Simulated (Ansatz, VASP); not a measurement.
## AgRh2 in VASP and in Ansatz

```
Ag Rh
1.0
     4.48852    0.00000    0.00000
    -2.24426    3.88717    0.00000
     0.00000    0.00000    2.65374
Ag Rh
1 2
Direct
  0.00000 0.00000 0.00000
  0.33333 0.66667 0.50000
  0.66667 0.33333 0.50000
```

Alike in both runs: functional PBE; k mesh 6 × 6 × 4; occupations gaussian, width 0.1 eV; no spin polarisation.

Ansatz relaxed the structure, and its values are those at the end. VASP's run is a single point on that final structure, the one shown.

```csv
,VASP,Ansatz
version,VASP 6.6.1,Ansatz 0.2.0
potentials or method,"VASP PAW PBE potentials, release 64 (Ag, Rh_pv), cutoff 520 eV","scalar-relativistic, plane waves, PAW"
valence electrons in the cell,41,53
```

Ansatz gave:

| Property | Result |
| --- | --- |
| gap on the k mesh at the Fermi level (eV) | none |
| pressure (GPa) | 0.0 |

**Question.** What did VASP give for the same quantities?

**Answer.** gap on the k mesh at the Fermi level (eV): none; pressure (GPa): -0.2.

A gap of «none» marks a metal or a gap that the smearing closes. The functional is the same, so the differences come from potentials, cutoffs and numerics. VASP's potentials hold 41 valence electrons a cell and Ansatz's 53, so a difference there can come from the potentials and not from the codes.

The k mesh is coarse, so the values compare programs but aren't converged.
